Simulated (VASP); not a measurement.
A run of VASP 6.6.1:

Contents of INCAR:

```
PREC = Accurate ; ENCUT = 520
EDIFF = 1E-7 ; ISMEAR = 0
SIGMA = 0.15 ; LREAL = F
LASPH = T ; NELM = 60
ALGO = Fast ; ISIF = 2
LWAVE = F ; LCHARG = F
GGA = PE ; NBANDS = 25
```

Contents of KPOINTS:

```
regular mesh
0
Gamma
  14 14 14
```

POSCAR

```
SiNi3
1.0
    3.5062596291      0.0000000000      0.0788908417
    0.0000000000      3.5062596291      0.0000000000
    0.0788908417      0.0000000000      3.5062596291
Si Ni
1 3
Direct
    0.0000000000      0.0000000000      0.0000000000
    0.0000000000      0.5000000000      0.5000000000
    0.5000000000      0.0000000000      0.5000000000
    0.5000000000      0.5000000000      0.0000000000
```

Potentials or basis: VASP PAW PBE potentials, release 64 (Si, Ni).

Launch:

```bash
$ cat potpaw_PBE.64/Si/POTCAR potpaw_PBE.64/Ni/POTCAR > POTCAR
$ mpirun -np 1 vasp_std > vasp.out
```

Hardware: 1 thread of Intel Xeon 8259CL, on a shared host.

How long does it take, and how much memory?

Run time: 19 min on 1 thread of Intel Xeon 8259CL, on a shared host, peak memory 0.49 GiB. Counts: scf iterations 22, k points 456.
